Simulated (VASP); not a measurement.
# HfC (Fm-3m) in VASP: notebook, part 2 of 2

VASP 6.6.1. The steps go on from the part before.

## Step 4: Single point, RPBE

This run uses another cell than the first one, of 12.80 Å³/atom, 1.047 times its volume.

Input file INCAR:

```
SYSTEM = HfC
PREC     = Accurate       ! precision mode
ENCUT    = 520            ! plane-wave cutoff, eV
EDIFF    = 1E-6           ! SCF threshold, eV
ISMEAR   = -1             ! smearing method
SIGMA    = 0.1            ! smearing width, eV
LREAL    = .FALSE.        ! projectors in reciprocal space
LASPH    = .TRUE.         ! aspherical terms in the spheres
NELM     = 80             ! most SCF steps
ALGO     = Normal         ! electronic algorithm
ISIF     = 2              ! what is computed and relaxed
LWAVE    = .FALSE.        ! write WAVECAR
LCHARG   = .TRUE.         ! write CHGCAR
GGA      = RP             ! functional
LELF     = .TRUE.         ! ELF
LVHAR    = .TRUE.       
NBANDS   = 14             ! bands
```

Input file KPOINTS:

```
Automatic mesh
0
G
  11 11 11
  0 0 0
```

Input file POSCAR:

```
HfC
1.0
    0.0000000000      2.3393315165      2.3393315165
    2.3393315165      0.0000000000      2.3393315165
    2.3393315165      2.3393315165      0.0000000000
Hf C
1 1
Direct
    0.5000000000      0.5000000000      0.5000000000
    0.0000000000      0.0000000000      0.0000000000
```

Potentials or basis: VASP PAW PBE potentials, release 64 (Hf_pv, C).

The run is started by

```
> cat potpaw_PBE.64/Hf_pv/POTCAR potpaw_PBE.64/C/POTCAR > POTCAR
> mpirun -np 1 vasp_std > vasp.out
```

OUTCAR:

```text
SYSTEM = HfC
   PREC = Accurate
   ENCUT = 520
   EDIFF = 1E-6
   ISMEAR = -1
   LREAL = .FALSE.
   LASPH = .TRUE.
   NELM = 80
   ISIF = 2
   GGA = RP

 ion  position               nearest neighbor table
   1  0.500  0.500  0.500-   2 2.34   2 2.34   2 2.34   2 2.34   2 2.34   2 2.34
   2  0.000  0.000  0.000-   1 2.34   1 2.34   1 2.34   1 2.34   1 2.34   1 2.34

  LATTYP: Found a face centered cubic cell.
 ALAT       =     4.6786630330

  Lattice vectors:

 A1 = (   0.0000000000,   2.3393315165,   2.3393315165)
 A2 = (   2.3393315165,   0.0000000000,   2.3393315165)
 A3 = (   2.3393315165,   2.3393315165,   0.0000000000)

Analysis of symmetry for initial positions (statically):
=====================================================================
 Subroutine PRICEL returns:
 Original cell was already a primitive cell.

 Routine SETGRP: Setting up the symmetry group for a
 face centered cubic supercell.

 Subroutine GETGRP returns: Found 48 space group operations
 (whereof 48 operations were pure point group operations)
 out of a pool of 48 trial point group operations.

The static configuration has the point symmetry O_h .

Analysis of symmetry for dynamics (positions and initial velocities):
[... 165 lines left out ...]

 k-point     1 :       0.0000    0.0000    0.0000
  band No.  band energies     occupation
      1     -23.7811      2.00000
      2     -23.7811      2.00000
      3     -23.7811      2.00000
      4      -6.3408      2.00000
      5       6.9092      0.00011
      6       6.9092      0.00011
      7       6.9092      0.00011
      8       7.3382      0.00000
      9       7.3382      0.00000
     10       7.3382      0.00000
     11       9.2679      0.00000
     12       9.2679      0.00000
     13      12.5227      0.00000
     14      16.8434      0.00000
[... 377 lines left out ...]
      1     -24.1279      2.00000
      2     -23.9182      2.00000
      3     -23.8085      2.00000
      4      -4.5489      2.00000
      5       2.3431      2.00000
      6       3.7402      2.00000
      7       4.0841      2.00000
      8       8.6174      0.00000
      9       9.6803      0.00000
     10      10.6358      0.00000
     11      11.4616      0.00000
     12      15.3575      0.00000
     13      15.3834      0.00000
     14      19.6439      0.00000

 [... further k-points ...]
[... 5 lines left out ...]
  --------------------------------------------------------------------------------------
  -------------------------------------------------------------------------------------
  Total       -0.1260210     -0.1260210     -0.1260210      0.0000000      0.0000000      0.0000000
  in kB       -7.8858415     -7.8858415     -7.8858415      0.0000000      0.0000000      0.0000000
  external PRESSURE =      -7.8858415 kB  Pullay stress =       0.0000000 kB

 VOLUME and BASIS-vectors are now :
 -----------------------------------------------------------------------------
  energy-cutoff  :      520.00
  volume of cell :       25.60
      direct lattice vectors                 reciprocal lattice vectors
     0.000000000  2.339331517  2.339331517    -0.213736273  0.213736273  0.213736273
     2.339331517  0.000000000  2.339331517     0.213736273 -0.213736273  0.213736273
     2.339331517  2.339331517  0.000000000     0.213736273  0.213736273 -0.213736273

 POSITION                                       TOTAL-FORCE (eV/Angst)
 -----------------------------------------------------------------------------------
      2.33933      2.33933      2.33933        -0.000000     -0.000000     -0.000000
      0.00000      0.00000      0.00000         0.000000      0.000000      0.000000
 -----------------------------------------------------------------------------------
    total drift:                                0.000000      0.000000      0.000000

  FREE ENERGIE OF THE ION-ELECTRON SYSTEM (eV)
  ---------------------------------------------------
  free  energy   TOTEN  =       -20.1402724922 eV

  energy  without entropy=      -20.1308407635  energy(sigma->0) =      -20.13555663
```

stdout:

```text
POSCAR found type information on POSCAR HfC
 POSCAR found :  2 types and       2 ions
 scaLAPACK will be used
 -----------------------------------------------------------------------------
|                                                                             |
|                                                                             |
|     You enforced a specific xc type in the INCAR file but a different       |
|     I HOPE YOU KNOW WHAT YOU ARE DOING!                                     |
|                                                                             |
 -----------------------------------------------------------------------------

 LDA part: xc-table for (Slater+PW92), standard interpolation
 POSCAR, INCAR and KPOINTS ok, starting setup
 FFT: planning ... GRIDC
 FFT: planning ... GRID_SOFT
 FFT: planning ... GRID
 WAVECAR not read
 entering main loop
```

Wall time 19 s (1 thread of Intel Xeon Platinum 8124M at 3.00GHz (Skylake/Cascade Lake), shared host); peak memory 0.17 GiB.

Results:

```
Free energy            : -20.1403 eV
Pressure               : -0.8 GPa
Band gap on the k mesh : zero (band 7 reaches 6.91 eV, above the bottom of band 8 at 5.50 eV)
```

Levels at points of the mesh, in eV from the Fermi level:
```
           k point  band 4  band 5  band 6  band 7  band 8  band 9  band 10  band 11
(0.00, 0.00, 0.00)  -12.27    0.98    0.98    0.98    1.41    1.41     1.41     3.34
```

Caveat: the PAW data sets were made with another functional, which shifts forces and pressure a little; spin-orbit coupling is left out, which moves the levels of the heavy elements.

## Step 5: Relaxation of cell and atoms, RPBE

This run uses another cell than the first one, of 12.57 Å³/atom, 1.028 times its volume.

Input file INCAR:

```
SYSTEM = HfC
ALGO = Normal
EDIFF = 1E-7
EDIFFG = -0.01
ENCUT = 600
GGA = RP
IBRION = 2
ISIF = 3
ISMEAR = -1
LASPH = .True.
LCHARG = .False.
LREAL = .False.
LWAVE = .False.
NELM = 80
NSW = 80
PREC = Accurate
SIGMA = 0.1
```

Input file KPOINTS:

```
k-points
0
Gamma
  11 11 11
  0 0 0
```

Input file POSCAR:

```
HfC
1.0
    0.0000000000      2.3250000000      2.3250000000
    2.3250000000      0.0000000000      2.3250000000
    2.3250000000      2.3250000000      0.0000000000
Hf C
1 1
Direct
    0.5000000000      0.5000000000      0.5000000000
    0.0000000000      0.0000000000      0.0000000000
```

The run is started by

```
> cat potpaw_PBE.64/Hf_pv/POTCAR potpaw_PBE.64/C/POTCAR > POTCAR
> mpirun -np 1 vasp_std > vasp.out
```

It took 42 s on 1 thread of Intel Xeon Platinum 8124M at 3.00GHz (Skylake/Cascade Lake), shared host; peak memory 0.17 GiB.

Results (log left out):

| Property | Result |
| --- | --- |
| Free energy | -20.1419 eV |
| Relaxed volume | 12.75 Å³/atom |
| Relaxed cell | a = 3.304 Å, b = 3.304 Å, c = 3.304 Å, α = 60.00°, β = 60.00°, γ = 60.00° |
| Space group after relaxing (to 0.05 Å) | Fm-3m (No. 225) |
| Energy gained by relaxing | 2.0 meV/atom |
| Ionic steps | 3 |
| Pressure after relaxing | 0.0 GPa |
| Band gap on the k mesh | zero (band 7 reaches 6.94 eV, above the bottom of band 8 at 5.52 eV) |

The path:
```tsv
step	energy change (eV)	largest force (eV/Å)	pressure (GPa)	volume (Å³)
1	0.0000	0.0000	3.45	25.14
2	0.0067	0.0000	-5.30	26.13
3	-0.0039	0.0000	-0.01	25.51
```

Final structure:
```
Hf C
1.0
     0.00000    2.33639    2.33639
     2.33639    0.00000    2.33639
     2.33639    2.33639    0.00000
Hf C
1 1
Direct
  0.50000 0.50000 0.50000
  0.00000 0.00000 0.00000
```

Levels at points of the mesh, in eV from the Fermi level:
```csv
k point,band 4,band 5,band 6,band 7,band 8,band 9,band 10,band 11
"(0.00, 0.00, 0.00)",-12.29,0.98,0.98,0.98,1.41,1.41,1.41,3.35
```

Caveat: the PAW data sets were made with another functional, which shifts forces and pressure a little; spin-orbit coupling is left out, which moves the levels of the heavy elements.

## Step 6: Overview

| task | level | cell | cutoff (eV) | gap on the mesh (eV) | pressure (GPa) |
| --- | --- | --- | --- | --- | --- |
| single point | PBEsol | a = 3.258 Å, angles 60.0°, 2 atoms | 520 | none | -0.4 |
| single point | PBE | a = 3.289 Å, angles 60.0°, 2 atoms | 520 | none | -0.7 |
| single point | RPBE | a = 3.308 Å, angles 60.0°, 2 atoms | 520 | none | -0.8 |
| relaxation of cell and atoms | RPBE | relaxed from a = 3.288 Å, angles 60.0°, 2 atoms | 600 | none | 0.0 |

Alike in all rows: potentials or basis VASP PAW PBE potentials, release 64 (Hf_pv, C); no spin polarisation; k mesh 11 × 11 × 11; smearing fermi-dirac 0.1 eV.

Caveats: spin-orbit coupling is left out, which moves the levels of the heavy elements; the PAW data sets were made with another functional, which shifts forces and pressure a little (some runs).

Absolute energies hang on the potentials; compare differences alone.
